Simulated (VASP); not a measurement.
# SrO in VASP: notebook

SrO is run at these levels: PBE; tasks: single point.

Program: VASP 6.6.1. These are calculated values, not measurements. Logs are shortened: lines on timing, memory, paths and dates and some standing lists are left out, and cuts for length are marked.

## Step 1: The cell of the first run

The structure is hexagonal, space group P6_3/mmc (No. 194). The conventional cell has a = 3.488 Å, b = 3.488 Å, c = 6.087 Å, α = 90.00°, β = 90.00°, γ = 120.00°. Within 3.3 Å of Sr (site symmetry -6m2) lie 6 O at 2.52 Å. O (site symmetry -3m) has 6 Sr at 2.52 Å and 2 O at 3.04 Å within 3.3 Å.

## Step 2: Single point, PBE (the cell strained)

Contents of INCAR:

```
PREC     = Accurate       # precision mode
ENCUT    = 520            # plane-wave cutoff, eV
EDIFF    = 1E-6           # SCF threshold, eV
ISMEAR   = 0              # smearing method
SIGMA    = 0.05           # smearing width, eV
LREAL    = F              # projectors in reciprocal space
LASPH    = T              # aspherical terms in the spheres
NELM     = 100            # most SCF steps
ALGO     = Normal         # electronic algorithm
ISIF     = 2              # what is computed and relaxed
LWAVE    = F              # write WAVECAR
LCHARG   = T              # write CHGCAR
GGA      = PE             # functional
LELF     = T              # ELF
LVHAR    = T            
NBANDS   = 24             # bands
```

Contents of KPOINTS:

```
Automatic mesh
0
Gamma
  9 9 4
```

Contents of POSCAR:

```
SrO
1.0
    3.4875241810      0.0000000000      0.0000000000
   -1.7437620905      3.0202845370      0.0000000000
    0.0000000000      0.0000000000      6.0865560946
Sr O
2 2
Direct
    0.3333333333      0.6666666667      0.2500000000
    0.6666666667      0.3333333333      0.7500000000
    0.0000000000      0.0000000000      0.0000000000
    0.0000000000      0.0000000000      0.5000000000
```

Potentials or basis: VASP PAW PBE potentials, release 64 (Sr_sv, O).

Started as:

```console
> cat potpaw_PBE.64/Sr_sv/POTCAR potpaw_PBE.64/O/POTCAR > POTCAR
> mpirun -np 1 vasp_std > vasp.out
```

OUTCAR:

```text
PREC = Accurate
   ENCUT = 520
   EDIFF = 1E-6
   ISMEAR = 0
   LREAL = F
   LASPH = T
   NELM = 100
   ISIF = 2
   GGA = PE

 ion  position               nearest neighbor table
   1  0.333  0.667  0.250-   3 2.52   4 2.52   3 2.52   4 2.52   3 2.52   4 2.52   2 3.65   2 3.65
                             2 3.65   2 3.65   2 3.65   2 3.65   2 5.05   2 5.05   2 5.05   2 5.05
   2  0.667  0.333  0.750-   3 2.52   4 2.52   3 2.52   4 2.52   3 2.52   4 2.52   1 3.65   1 3.65
                             1 3.65   1 3.65   1 3.65   1 3.65   1 5.05   1 5.05   1 5.05   1 5.05
   3  0.000  0.000  0.000-   1 2.52   2 2.52   1 2.52   2 2.52   2 2.52   1 2.52
   4  0.000  0.000  0.500-   1 2.52   2 2.52   1 2.52   2 2.52   2 2.52   1 2.52

  LATTYP: Found a hexagonal cell.
 ALAT       =     3.4875241810
 C/A-ratio  =     1.7452369586

  Lattice vectors:

 A1 = (   3.4875241810,   0.0000000000,   0.0000000000)
 A2 = (  -1.7437620905,   3.0202845370,   0.0000000000)
 A3 = (   0.0000000000,   0.0000000000,   6.0865560946)

Analysis of symmetry for initial positions (statically):
=====================================================================
 Subroutine PRICEL returns:
 Original cell was already a primitive cell.

 Routine SETGRP: Setting up the symmetry group for a
 hexagonal supercell.

 Subroutine GETGRP returns: Found 24 space group operations
 (whereof 12 operations were pure point group operations)
 out of a pool of 24 trial point group operations.

The static configuration has the point symmetry D_3d.
 The point group associated with its full space group is D_6h.

Analysis of symmetry for dynamics (positions and initial velocities):
=====================================================================
 Subroutine PRICEL returns:
 Original cell was already a primitive cell.

 Routine SETGRP: Setting up the symmetry group for a
 hexagonal supercell.

 Subroutine GETGRP returns: Found 24 space group operations
 (whereof 12 operations were pure point group operations)
 out of a pool of 24 trial point group operations.

The dynamic configuration has the point symmetry D_3d.
 The point group associated with its full space group is D_6h.

 Subroutine INISYM returns: Found 24 space group operations
 (whereof 12 operations are pure point group operations),
 and found     1 'primitive' translations

----------------------------------------------------------------------------------------

                                     Primitive cell

  volume of cell :      64.1116

  direct lattice vectors                    reciprocal lattice vectors
     3.487524181  0.000000000  0.000000000     0.286736363  0.165547316  0.000000000
    -1.743762090  3.020284537  0.000000000     0.000000000  0.331094633  0.000000000
     0.000000000  0.000000000  6.086556095     0.000000000  0.000000000  0.164296522

  length of vectors
     3.487524181  3.487524181  6.086556095     0.331094633  0.331094633  0.164296522

  position of ions in fractional coordinates (direct lattice)
     0.333333333  0.666666667  0.250000000
     0.666666667  0.333333333  0.750000000
     0.000000000  0.000000000  0.000000000
     0.000000000  0.000000000  0.500000000

  ion indices of the primitive-cell ions
   primitive index   ion index
                 1           1
                 2           2
                 3           3
                 4           4

----------------------------------------------------------------------------------------

 KPOINTS: Automatic mesh

Automatic generation of k-mesh.
 Grid dimensions read from file:
 generate k-points for:    9    9    4

 Generating k-lattice:

  Cartesian coordinates                     Fractional coordinates (reciprocal lattice)
     0.031859596  0.018394146  0.000000000     0.111111111 -0.000000000  0.000000000
     0.000000000  0.036788293  0.000000000     0.000000000  0.111111111  0.000000000
     0.000000000  0.000000000  0.041074131     0.000000000  0.000000000  0.250000000

  Length of vectors
     0.036788293  0.036788293  0.041074131

  Shift w.r.t. Gamma in fractional coordinates (k-lattice)
     0.000000000  0.000000000  0.000000000

 Subroutine IBZKPT returns following result:
 ===========================================

 Found     36 irreducible k-points:

 Following reciprocal coordinates:
            Coordinates               Weight
  0.000000  0.000000  0.000000      1.000000
  0.111111  0.000000  0.000000      6.000000
  0.222222 -0.000000  0.000000      6.000000
  0.333333  0.000000  0.000000      6.000000
  0.444444 -0.000000  0.000000      6.000000
  0.111111  0.111111  0.000000      6.000000
[... 16 lines left out ...]
  0.333333  0.222222  0.250000     24.000000
  0.333333  0.333333  0.250000      4.000000
 [... further k-points ...]
   k-points           NKPTS =     36   k-points in BZ     NKDIM =     36   number of bands    NBANDS=     24
   number of dos      NEDOS =    301   number of ions     NIONS =      4
   total plane-waves  NPLWV =  37632
   dimension x,y,z NGX =    28 NGY =   28 NGZ =   48
   dimension x,y,z NGXF=    56 NGYF=   56 NGZF=   96
   ions per type =               2   2
   NGX,Y,Z   is equivalent  to a cutoff of  13.35, 13.35, 13.11 a.u.
   NGXF,Y,Z  is equivalent  to a cutoff of  26.69, 26.69, 26.22 a.u.
 SYSTEM =  unknown system
   PREC   = accura    normal or accurate (medium, high low for compatibility)
   ISTART =      0    job   : 0-new  1-cont  2-samecut
   ICHARG =      2    charge: 1-file 2-atom 10-const
   ISPIN  =      1    spin polarized calculation?
   LNONCOLLINEAR =      F non collinear calculations
   LSORBIT =      F    spin-orbit coupling
   LASPH  =      T    aspherical Exc in radial PAW
   ENCUT  =  520.0 eV  38.22 Ry    6.18 a.u.   6.48  6.48 11.32*2*pi/ulx,y,z
   NELM   =    100;   NELMIN=  2; NELMDL= -5     # of ELM steps
   EDIFF  = 0.1E-05   stopping-criterion for ELM
   LREAL  =      F    real-space projection
   EDIFFG = 0.1E-04   stopping-criterion for IOM
   NSW    =      0    number of steps for IOM
   IBRION =     -1    ionic relax: 0-MD 1-quasi-New 2-CG
   NFREE  =      0    steps in history (QN), initial steepest desc. (CG)
   ISIF   =      2    stress and relaxation
   ISYM   =      2    0-nonsym 1-usesym 2-fastsym
   POTIM  = 0.5000    time-step for ionic-motion
   TEBEG  =    0.0;   TEEND  =   0.0 temperature during run
   PSTRESS=    0.0 pullay stress
   NELECT =      32.0000    total number of electrons
   NUPDOWN=      -1.0000    fix difference up-down
   EMIN   =  10.00;   EMAX   =-10.00  energy-range for DOS
   EFERMI =   0.00;   METHOD = LEGACY
   ISMEAR =     0;   SIGMA  =   0.05  broadening in eV -4-tet -1-fermi 0-gaus
   EFERMI_NEDOS =   21; number of points for ismear=-14 and -15
   IALGO  =     38    algorithm
   IMIX   =      4    mixing-type and parameters
     AMIX     =   0.40;   BMIX     =  1.00
     AMIX_MAG =   1.60;   BMIX_MAG =  1.00
  volume/ion in A,a.u.               =      16.03       108.16
  Fermi-wavevector in a.u.,A,eV,Ry     =   1.298612  2.454020 22.944755  1.686392
  Thomas-Fermi vector in A             =   2.429929
   LORBIT       =      0    0 simple, 1 ext, 2 COOP (PROOUT), +10 PAW based schemes
   GGA     = PE    functional components
   LHFCALC =     F    Hartree Fock is set to
   AEXX    =    0.0000 exact exchange contribution
   IVDW    =     0    specifies the selected vdW correction
   LEPSILON=     F    determine dielectric tensor
   LRPA    =     F    only Hartree local field effects (RPA)
 non-spin polarized calculation
 Gauss-broadening in eV      SIGMA  =   0.05
  energy-cutoff  :      520.00
  volume of cell :       64.11
 maximum number of plane-waves:      1762
 NGX is ok and might be reduce to    28
   NGX = 13   NGY = 13   NGZ = 23

 number of electron      32.0000007 magnetization

 Free energy of the ion-electron system (eV)
  ---------------------------------------------------
  ext. energy  EPLUGINS =         0.00000000
  ---------------------------------------------------
  free energy    TOTEN  =       -23.61673276 eV

  energy without entropy =      -23.61673276  energy(sigma->0) =      -23.61673276

 E-fermi :   2.7758     XC(G=0): -10.3014

 val. band max:        2.5416234738   @ k =   0.0000   0.0000   0.0000
 cond. band min:       5.6312967796   @ k =   0.4444  -0.0000   0.0000
 fundamental gap:      3.0896733058
 Fermi energy:         2.7757997240

 k-point     1 :       0.0000    0.0000    0.0000
  band No.  band energies     occupation
      1     -30.3010      2.00000
      2     -30.1589      2.00000
      3     -14.7963      2.00000
      4     -13.1436      2.00000
      5     -11.9054      2.00000
      6     -11.9054      2.00000
[... 16 lines left out ...]
     23      10.0484      0.00000
     24      11.0862      0.00000

 k-point     2 :       0.1111    0.0000    0.0000
  band No.  band energies     occupation
      1     -30.2805      2.00000
      2     -30.1466      2.00000
      3     -14.6915      2.00000
      4     -13.4275      2.00000
      5     -12.0429      2.00000
      6     -11.9601      2.00000
[... 16 lines left out ...]
     23      10.2763      0.00000
     24      10.7767      0.00000

 k-point     3 :       0.2222   -0.0000    0.0000
  band No.  band energies     occupation
      1     -30.2273      2.00000
      2     -30.1163      2.00000
      3     -14.3885      2.00000
      4     -13.9477      2.00000
      5     -12.3609      2.00000
      6     -12.0714      2.00000
[... 16 lines left out ...]
     23      10.7977      0.00000
     24      10.8609      0.00000
[... 514 lines left out ...]
 k-point    23 :       0.3333    0.2222    0.2500
  band No.  band energies     occupation
      1     -30.0879      2.00000
      2     -30.0675      2.00000
      3     -14.5458      2.00000
      4     -13.6662      2.00000
      5     -12.6112      2.00000
      6     -12.5339      2.00000
[... 16 lines left out ...]
     23      12.1763      0.00000
     24      12.5915      0.00000

 k-point    24 :       0.3333    0.3333    0.2500
  band No.  band energies     occupation
      1     -30.0692      2.00000
      2     -30.0692      2.00000
      3     -14.5543      2.00000
      4     -13.5395      2.00000
      5     -12.7252      2.00000
      6     -12.7252      2.00000
[... 16 lines left out ...]
     23      12.6131      0.00000
     24      12.6799      0.00000

 [... further k-points ...]

------------------------ aborting loop because EDIFF is reached ----------------------------------------

  FORCE on cell =-STRESS in cart. coord.  units (eV):
  Direction    XX          YY          ZZ          XY          YZ          ZX
  --------------------------------------------------------------------------------------
  -------------------------------------------------------------------------------------
  Total        3.0675100      3.0675100      3.5394817     -0.0000000     -0.0000000      0.0000000
  in kB       76.6584186     76.6584186     88.4531970     -0.0000000     -0.0000000      0.0000000
  external PRESSURE =      80.5900114 kB  Pullay stress =       0.0000000 kB

 VOLUME and BASIS-vectors are now :
 -----------------------------------------------------------------------------
  energy-cutoff  :      520.00
  volume of cell :       64.11
      direct lattice vectors                 reciprocal lattice vectors
     3.487524181  0.000000000  0.000000000     0.286736363  0.165547316  0.000000000
    -1.743762090  3.020284537  0.000000000     0.000000000  0.331094633  0.000000000
     0.000000000  0.000000000  6.086556095     0.000000000  0.000000000  0.164296522

 POSITION                                       TOTAL-FORCE (eV/Angst)
 -----------------------------------------------------------------------------------
     -0.00000      2.01352      1.52164        -0.000000      0.000000      0.000000
      1.74376      1.00676      4.56492         0.000000     -0.000000      0.000000
      0.00000      0.00000      0.00000         0.000000      0.000000      0.000000
      0.00000      0.00000      3.04328         0.000000      0.000000      0.000000
 -----------------------------------------------------------------------------------
    total drift:                                0.000000     -0.000000      0.000000

  FREE ENERGIE OF THE ION-ELECTRON SYSTEM (eV)
  ---------------------------------------------------
  free  energy   TOTEN  =       -23.6167327626 eV

  energy  without entropy=      -23.6167327626  energy(sigma->0) =      -23.61673276
```

Wall time 79 s (1 thread of Intel Xeon 6975P-C (Granite Rapids), shared host); peak memory 0.21 GiB.

What came out:

- Free energy: -23.6167 eV
- Pressure: 8.1 GPa
- Band gap on the k mesh: 3.09 eV (least direct gap 3.35 eV)

Stress tensor (GPa, compression positive):
```
7.67 0.00 0.00
0.00 7.67 0.00
0.00 0.00 8.85
```

Caveat: the cell differs from its parent crystal (the cell strained); the cell stands under pressure; an odd mesh through Γ misses points on the zone boundary, where band edges can lie.

## Step 3: Single point, PBE (atoms displaced along a vibrational mode, the cell strained)

Contents of INCAR:

```
SYSTEM = SrO
  ALGO = Normal
  EDIFF = 1E-6
  ENCUT = 520
  GGA = PE
  ISIF = 2
  ISMEAR = 0
  LASPH = .True.
  LCHARG = .False.
  LREAL = .False.
  LWAVE = .False.
  NBANDS = 24
  NELM = 60
  PREC = Accurate
  SIGMA = 0.05
```

Contents of KPOINTS:

```
k-points
0
Gamma
  9 9 4
  0 0 0
```

Contents of POSCAR:

```
SrO
1.0
    3.4875241810      0.0000000000      0.0000000000
   -1.7437620905      3.0202845370      0.0000000000
    0.0000000000      0.0000000000      6.0865560946
Sr O
2 2
Direct
    0.3333333333      0.6666666667      0.2517315869
    0.6666666667      0.3333333333      0.7517315869
    0.0000000000      0.0000000000     -0.0094831953
    0.0000000000      0.0000000000      0.4905168047
```

Potentials or basis: VASP PAW PBE potentials, release 64 (Sr_sv, O).

Started as:

```console
> cat potpaw_PBE.64/Sr_sv/POTCAR potpaw_PBE.64/O/POTCAR > POTCAR
> mpirun -np 1 vasp_std > vasp.out
```

OUTCAR:

```text
SYSTEM = SrO
   EDIFF = 1E-6
   ENCUT = 520
   GGA = PE
   ISIF = 2
   ISMEAR = 0
   LASPH = .True.
   LREAL = .False.
   NELM = 60
   PREC = Accurate

 ion  position               nearest neighbor table
   1  0.333  0.667  0.252-   4 2.48   4 2.48   4 2.48   3 2.57   3 2.57   3 2.57   2 3.65   2 3.65
                             2 3.65   2 3.65   2 3.65   2 3.65   2 5.05   2 5.05   2 5.05   2 5.05
   2  0.667  0.333  0.752-   3 2.48   3 2.48   3 2.48   4 2.57   4 2.57   4 2.57   1 3.65   1 3.65
                             1 3.65   1 3.65   1 3.65   1 3.65   1 5.05   1 5.05   1 5.05   1 5.05
   3  0.000  0.000  0.991-   2 2.48   2 2.48   2 2.48   1 2.57   1 2.57   1 2.57
   4  0.000  0.000  0.491-   1 2.48   1 2.48   1 2.48   2 2.57   2 2.57   2 2.57

  LATTYP: Found a hexagonal cell.
 ALAT       =     3.4875241810
 C/A-ratio  =     1.7452369586

  Lattice vectors:

 A1 = (   3.4875241810,   0.0000000000,   0.0000000000)
 A2 = (  -1.7437620905,   3.0202845370,   0.0000000000)
 A3 = (   0.0000000000,   0.0000000000,   6.0865560946)

Analysis of symmetry for initial positions (statically):
=====================================================================
[... 180 lines left out ...]

 val. band max:        2.5134413252   @ k =   0.0000   0.0000   0.0000
 cond. band min:       5.6533735267   @ k =   0.4444  -0.0000   0.0000
 fundamental gap:      3.1399322015
 Fermi energy:         2.7373460772

 k-point     1 :       0.0000    0.0000    0.0000
  band No.  band energies     occupation
      1     -30.2971      2.00000
      2     -30.1550      2.00000
      3     -14.7976      2.00000
      4     -13.1639      2.00000
      5     -11.9018      2.00000
      6     -11.9018      2.00000
[... 637 lines left out ...]
     23      12.6182      0.00000
     24      12.6188      0.00000

 [... further k-points ...]

------------------------ aborting loop because EDIFF is reached ----------------------------------------

  FORCE on cell =-STRESS in cart. coord.  units (eV):
  Direction    XX          YY          ZZ          XY          YZ          ZX
  --------------------------------------------------------------------------------------
  -------------------------------------------------------------------------------------
  Total        3.1455532      3.1455532      3.5942684     -0.0000000      0.0000000      0.0000000
  in kB       78.6087524     78.6087524     89.8223409     -0.0000000      0.0000000      0.0000000
  external PRESSURE =      82.3466153 kB  Pullay stress =       0.0000000 kB

 VOLUME and BASIS-vectors are now :
 -----------------------------------------------------------------------------
  energy-cutoff  :      520.00
  volume of cell :       64.11
      direct lattice vectors                 reciprocal lattice vectors
     3.487524181  0.000000000  0.000000000     0.286736363  0.165547316  0.000000000
    -1.743762090  3.020284537  0.000000000     0.000000000  0.331094633  0.000000000
     0.000000000  0.000000000  6.086556095     0.000000000  0.000000000  0.164296522

 POSITION                                       TOTAL-FORCE (eV/Angst)
 -----------------------------------------------------------------------------------
     -0.00000      2.01352      1.53218        -0.000000      0.000000     -0.227801
      1.74376      1.00676      4.57546         0.000000      0.000000     -0.227801
      0.00000      0.00000      6.02884         0.000000      0.000000      0.227801
      0.00000      0.00000      2.98556        -0.000000     -0.000000      0.227801
 -----------------------------------------------------------------------------------
    total drift:                                0.000000      0.000000     -0.000233

  FREE ENERGIE OF THE ION-ELECTRON SYSTEM (eV)
  ---------------------------------------------------
  free  energy   TOTEN  =       -23.6012355444 eV

  energy  without entropy=      -23.6012355444  energy(sigma->0) =      -23.60123554
```

stdout:

```text
POSCAR found type information on POSCAR SrO
 POSCAR found :  2 types and       4 ions
 scaLAPACK will be used
 LDA part: xc-table for (Slater+PW92), standard interpolation
 POSCAR, INCAR and KPOINTS ok, starting setup
 FFT: planning ... GRIDC
 FFT: planning ... GRID_SOFT
 FFT: planning ... GRID
 WAVECAR not read
 entering main loop
```

It took 58 s on 1 thread of Intel Xeon 6975P-C (Granite Rapids), shared host; peak memory 0.2 GiB.

What came out:

- Free energy: -23.6012 eV
- Pressure: 8.2 GPa
- Largest force: 0.228 eV/Å
- Band gap on the k mesh: 3.14 eV (least direct gap 3.38 eV)

Forces on the atoms (eV/Å):
```
Sr   0.000  0.000 -0.228
Sr   0.000  0.000 -0.228
O    0.000  0.000  0.228
O    0.000  0.000  0.228
```

Stress tensor (GPa, compression positive):
```
7.86 0.00 0.00
0.00 7.86 0.00
0.00 0.00 8.98
```

Caveat: the cell differs from its parent crystal (atoms displaced along a vibrational mode, the cell strained); the cell stands under pressure; an odd mesh through Γ misses points on the zone boundary, where band edges can lie.

[end of part 1 of 2]
